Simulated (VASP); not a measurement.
# SnTe (I4/mmm) in VASP: a series of runs, part 2 of 2

VASP 6.6.1. Earlier steps stand in the parts before.

### Step 3. Single point, PBEsol (strain -0.0300 x Voigt [1, 1, 0, 0, 0, 0])

INCAR

```
  ALGO = Normal
  EDIFF = 1E-6
  ENCUT = 500
  GGA = PS
  GGA_COMPAT = False
  ISIF = 2
  ISMEAR = 0
  LASPH = True
  LCHARG = True
  LELF = True
  LREAL = False
  LVHAR = True
  LWAVE = False
  NBANDS = 17
  NELM = 120
  PREC = Accurate
  SIGMA = 0.03
```

KPOINTS

```
k-points
0
Gamma
  10 10 10
```

POSCAR

```
SnTe
1.0
    0.0000000000      3.0618050000      3.1565000000
    3.0618050000      0.0000000000      3.1565000000
    3.0618050000      3.0618050000      0.0000000000
Sn Te
1 1
Direct
    0.0000000000      0.0000000000      0.0000000000
    0.5000000000      0.5000000000      0.5000000000
```

Potentials or basis: VASP PAW PBE potentials, release 64 (Sn_d, Te).

The run is started by

```bash
$ cat potpaw_PBE.64/Sn_d/POTCAR potpaw_PBE.64/Te/POTCAR > POTCAR
$ mpirun -np 1 vasp_std > vasp.out
```

OUTCAR:

```text
EDIFF = 1E-6
   ENCUT = 500
   GGA = PS
   ISIF = 2
   ISMEAR = 0
   LASPH = True
   LREAL = False
   NELM = 120
   PREC = Accurate

 ion  position               nearest neighbor table
   1  0.000  0.000  0.000-   2 3.06   2 3.06   2 3.06   2 3.06   2 3.16   2 3.16
   2  0.500  0.500  0.500-   1 3.06   1 3.06   1 3.06   1 3.06   1 3.16   1 3.16

  LATTYP: Found a body centered tetragonal cell.
 ALAT       =     4.3300461563
 C/A-ratio  =     1.4579521262

  Lattice vectors:

 A1 = (  -3.0618050000,   0.0000000000,   3.1565000000)
 A2 = (   3.0618050000,   0.0000000000,   3.1565000000)
 A3 = (   0.0000000000,   3.0618050000,  -3.1565000000)

Analysis of symmetry for initial positions (statically):
=====================================================================
 Subroutine PRICEL returns:
 Original cell was already a primitive cell.

 Routine SETGRP: Setting up the symmetry group for a
 body centered tetragonal supercell.

 Subroutine GETGRP returns: Found 16 space group operations
 (whereof 16 operations were pure point group operations)
 out of a pool of 16 trial point group operations.

The static configuration has the point symmetry D_4h.

Analysis of symmetry for dynamics (positions and initial velocities):
=====================================================================
 Subroutine PRICEL returns:
 Original cell was already a primitive cell.

 Routine SETGRP: Setting up the symmetry group for a
 body centered tetragonal supercell.

 Subroutine GETGRP returns: Found 16 space group operations
 (whereof 16 operations were pure point group operations)
 out of a pool of 16 trial point group operations.

The dynamic configuration has the point symmetry D_4h.

 Subroutine INISYM returns: Found 16 space group operations
 (whereof 16 operations are pure point group operations),
 and found     1 'primitive' translations

----------------------------------------------------------------------------------------

                                     Primitive cell

  volume of cell :      59.1822

  direct lattice vectors                    reciprocal lattice vectors
     0.000000000  3.061805000  3.156500000    -0.163302366  0.163302366  0.158403295
     3.061805000  0.000000000  3.156500000     0.163302366 -0.163302366  0.158403295
     3.061805000  3.061805000  0.000000000     0.163302366  0.163302366 -0.158403295

  length of vectors
     4.397515447  4.397515447  4.330046156     0.280048084  0.280048084  0.280048084

  position of ions in fractional coordinates (direct lattice)
     0.000000000  0.000000000  0.000000000
     0.500000000  0.500000000  0.500000000

  ion indices of the primitive-cell ions
   primitive index   ion index
                 1           1
                 2           2

----------------------------------------------------------------------------------------

 KPOINTS: k-points

Automatic generation of k-mesh.
 Grid dimensions read from file:
 generate k-points for:   10   10   10

 Generating k-lattice:

  Cartesian coordinates                     Fractional coordinates (reciprocal lattice)
    -0.016330237  0.016330237  0.015840329     0.100000000 -0.000000000  0.000000000
     0.016330237 -0.016330237  0.015840329    -0.000000000  0.100000000  0.000000000
     0.016330237  0.016330237 -0.015840329     0.000000000  0.000000000  0.100000000

  Length of vectors
     0.028004808  0.028004808  0.028004808

  Shift w.r.t. Gamma in fractional coordinates (k-lattice)
     0.000000000  0.000000000  0.000000000

 Subroutine IBZKPT returns following result:
 ===========================================

 Found    102 irreducible k-points:

 Following reciprocal coordinates:
            Coordinates               Weight
  0.000000  0.000000  0.000000      1.000000
  0.100000 -0.000000  0.000000      8.000000
  0.200000 -0.000000  0.000000      8.000000
  0.300000  0.000000  0.000000      8.000000
  0.400000  0.000000  0.000000      8.000000
  0.500000  0.000000  0.000000      4.000000
[... 16 lines left out ...]
  0.300000  0.300000  0.000000      2.000000
  0.400000  0.300000  0.000000      8.000000
 [... further k-points ...]
   k-points           NKPTS =    102   k-points in BZ     NKDIM =    102   number of bands    NBANDS=     17
   number of dos      NEDOS =    301   number of ions     NIONS =      2
   total plane-waves  NPLWV =  32768
   dimension x,y,z NGX =    32 NGY =   32 NGZ =   32
   dimension x,y,z NGXF=    64 NGYF=   64 NGZF=   64
   ions per type =               1   1
   NGX,Y,Z   is equivalent  to a cutoff of  12.10, 12.10, 12.29 a.u.
   NGXF,Y,Z  is equivalent  to a cutoff of  24.19, 24.19, 24.57 a.u.
 SYSTEM =  unknown system
   PREC   = accura    normal or accurate (medium, high low for compatibility)
   ISTART =      0    job   : 0-new  1-cont  2-samecut
   ICHARG =      2    charge: 1-file 2-atom 10-const
   ISPIN  =      1    spin polarized calculation?
   LNONCOLLINEAR =      F non collinear calculations
   LSORBIT =      F    spin-orbit coupling
   LASPH  =      T    aspherical Exc in radial PAW
   ENCUT  =  500.0 eV  36.75 Ry    6.06 a.u.   8.02  8.02  7.89*2*pi/ulx,y,z
   NELM   =    120;   NELMIN=  2; NELMDL= -5     # of ELM steps
   EDIFF  = 0.1E-05   stopping-criterion for ELM
   LREAL  =      F    real-space projection
   EDIFFG = 0.1E-04   stopping-criterion for IOM
   NSW    =      0    number of steps for IOM
   IBRION =     -1    ionic relax: 0-MD 1-quasi-New 2-CG
   NFREE  =      0    steps in history (QN), initial steepest desc. (CG)
   ISIF   =      2    stress and relaxation
   ISYM   =      2    0-nonsym 1-usesym 2-fastsym
   POTIM  = 0.5000    time-step for ionic-motion
   TEBEG  =    0.0;   TEEND  =   0.0 temperature during run
   PSTRESS=    0.0 pullay stress
   NELECT =      20.0000    total number of electrons
   NUPDOWN=      -1.0000    fix difference up-down
   EMIN   =  10.00;   EMAX   =-10.00  energy-range for DOS
   EFERMI =   0.00;   METHOD = LEGACY
   ISMEAR =     0;   SIGMA  =   0.03  broadening in eV -4-tet -1-fermi 0-gaus
   EFERMI_NEDOS =   21; number of points for ismear=-14 and -15
   IALGO  =     38    algorithm
   IMIX   =      4    mixing-type and parameters
     AMIX     =   0.40;   BMIX     =  1.00
     AMIX_MAG =   1.60;   BMIX_MAG =  1.00
  volume/ion in A,a.u.               =      29.59       199.69
  Fermi-wavevector in a.u.,A,eV,Ry     =   1.140305  2.154865 17.691609  1.300297
  Thomas-Fermi vector in A             =   2.277008
   LORBIT       =      0    0 simple, 1 ext, 2 COOP (PROOUT), +10 PAW based schemes
   GGA     = PS    functional components
   LHFCALC =     F    Hartree Fock is set to
   AEXX    =    0.0000 exact exchange contribution
   IVDW    =     0    specifies the selected vdW correction
   LEPSILON=     F    determine dielectric tensor
   LRPA    =     F    only Hartree local field effects (RPA)
 non-spin polarized calculation
 Gauss-broadening in eV      SIGMA  =   0.03
  energy-cutoff  :      500.00
  volume of cell :       59.18
 maximum number of plane-waves:      1520
   NGX = 17   NGY = 17   NGZ = 15

 number of electron      19.9999996 magnetization

 Free energy of the ion-electron system (eV)
  ---------------------------------------------------
  ext. energy  EPLUGINS =         0.00000000
  ---------------------------------------------------
  free energy    TOTEN  =        -8.29716880 eV

  energy without entropy =       -8.29716880  energy(sigma->0) =       -8.29716880

 E-fermi :   7.5400     XC(G=0):  -9.9001

 val. band max:        7.4123938840   @ k =  -0.2000   0.2000   0.0000
 cond. band min:       7.6913032149   @ k =  -0.4000   0.1000   0.2000
 fundamental gap:      0.2789093309
 Fermi energy:         7.5399728701

 k-point     1 :       0.0000    0.0000    0.0000
  band No.  band energies     occupation
      1     -14.2986      2.00000
      2     -14.2909      2.00000
      3     -14.2859      2.00000
      4     -14.2859      2.00000
      5     -14.2801      2.00000
      6      -5.7341      2.00000
[... 9 lines left out ...]
     16      12.2131      0.00000
     17      14.0654      0.00000
[... 441 lines left out ...]
 k-point    24 :       0.4000    0.3000    0.0000
  band No.  band energies     occupation
      1     -14.3150      2.00000
      2     -14.2878      2.00000
      3     -14.2830      2.00000
      4     -14.2760      2.00000
      5     -14.2755      2.00000
      6      -4.4902      2.00000
[... 9 lines left out ...]
     16      16.8259      0.00000
     17      17.1056      0.00000

 [... further k-points ...]

------------------------ aborting loop because EDIFF is reached ----------------------------------------

  FORCE on cell =-STRESS in cart. coord.  units (eV):
  Direction    XX          YY          ZZ          XY          YZ          ZX
  --------------------------------------------------------------------------------------
  -------------------------------------------------------------------------------------
  Total        1.5877296      1.5877296     -0.1455961      0.0000000      0.0000000      0.0000000
  in kB       42.9829568     42.9829568     -3.9415716      0.0000000      0.0000000      0.0000000
  external PRESSURE =      27.3414474 kB  Pullay stress =       0.0000000 kB

 VOLUME and BASIS-vectors are now :
 -----------------------------------------------------------------------------
  energy-cutoff  :      500.00
  volume of cell :       59.18
      direct lattice vectors                 reciprocal lattice vectors
     0.000000000  3.061805000  3.156500000    -0.163302366  0.163302366  0.158403295
     3.061805000  0.000000000  3.156500000     0.163302366 -0.163302366  0.158403295
     3.061805000  3.061805000  0.000000000     0.163302366  0.163302366 -0.158403295

 POSITION                                       TOTAL-FORCE (eV/Angst)
 -----------------------------------------------------------------------------------
      0.00000      0.00000      0.00000         0.000000      0.000000      0.000000
      3.06181      3.06181      3.15650        -0.000000     -0.000000     -0.000000
 -----------------------------------------------------------------------------------
    total drift:                                0.000000     -0.000000     -0.000000

  FREE ENERGIE OF THE ION-ELECTRON SYSTEM (eV)
  ---------------------------------------------------
  free  energy   TOTEN  =        -8.2971687970 eV

  energy  without entropy=       -8.2971687970  energy(sigma->0) =       -8.29716880
```

OSZICAR:

```text
N       E                     dE             d eps       ncg     rms          rms(c)
DAV:   1     0.121135607910E+03    0.12114E+03   -0.93315E+03  3552   0.134E+03
DAV:   2     0.263769774195E+01   -0.11850E+03   -0.11527E+03  3670   0.324E+02
DAV:   3    -0.803892471022E+01   -0.10677E+02   -0.10509E+02  4336   0.868E+01
DAV:   4    -0.833117423729E+01   -0.29225E+00   -0.29206E+00  4113   0.151E+01
DAV:   5    -0.834290009120E+01   -0.11726E-01   -0.11725E-01  5140   0.293E+00    0.551E+00
DAV:   6    -0.830051615950E+01    0.42384E-01   -0.83624E-02  4894   0.243E+00    0.343E+00
DAV:   7    -0.829799512910E+01    0.25210E-02   -0.40494E-02  4509   0.132E+00    0.564E-01
DAV:   8    -0.829711289618E+01    0.88223E-03   -0.69904E-03  4461   0.738E-01    0.167E-01
DAV:   9    -0.829718620749E+01   -0.73311E-04   -0.48393E-04  4521   0.205E-01    0.515E-02
DAV:  10    -0.829716926779E+01    0.16940E-04   -0.64658E-05  4580   0.793E-02    0.232E-02
DAV:  11    -0.829716876069E+01    0.50709E-06   -0.16492E-05  4620   0.378E-02    0.864E-03
DAV:  12    -0.829716879703E+01   -0.36344E-07   -0.12584E-06  2454   0.133E-02
   1 F= -.82971688E+01 E0= -.82971688E+01  d E =-.107288E-11
```

stdout:

```text
POSCAR found type information on POSCAR SnTe
 POSCAR found :  2 types and       2 ions
 scaLAPACK will be used
 -----------------------------------------------------------------------------
|                                                                             |
|                                                                             |
|     You enforced a specific xc type in the INCAR file but a different       |
|     I HOPE YOU KNOW WHAT YOU ARE DOING!                                     |
|                                                                             |
 -----------------------------------------------------------------------------

 LDA part: xc-table for (Slater+PW92), standard interpolation
 POSCAR, INCAR and KPOINTS ok, starting setup
 FFT: planning ... GRIDC
 FFT: planning ... GRID_SOFT
 FFT: planning ... GRID
 WAVECAR not read
 entering main loop
```

Run time: 3.4 min. Hardware: 1 thread of AMD EPYC 7R13, shared host; peak memory 0.22 GiB.

What came out:

* Free energy: -8.2972 eV
* Pressure: 2.7 GPa
* Band gap on the k mesh: 0.28 eV (least direct gap 0.39 eV)

Levels at points of the mesh, in eV from the valence-band top:
| k point | band 8 | band 9 | band 10 | band 11 | band 12 | band 13 |
| --- | --- | --- | --- | --- | --- | --- |
| (0.00, 0.00, 0.00) | -2.29 | -2.29 | -1.96 | 3.05 | 3.82 | 3.82 |
| (0.50, 0.00, 0.00) | -1.88 | -1.78 | -0.03 | 0.35 | 0.35 | 0.43 |
| (0.50, 0.50, 0.00) | -5.86 | -3.87 | -3.87 | 2.04 | 5.39 | 5.39 |
| (0.50, 0.00, 0.50) | -5.93 | -4.13 | -3.77 | 1.96 | 4.84 | 5.69 |

Caveat: the cell differs from its parent crystal (strain -0.0300 x Voigt [1, 1, 0, 0, 0, 0]); the PAW data sets were made with another functional, which shifts forces and pressure a little; spin-orbit coupling is left out, which moves the levels of the heavy elements.
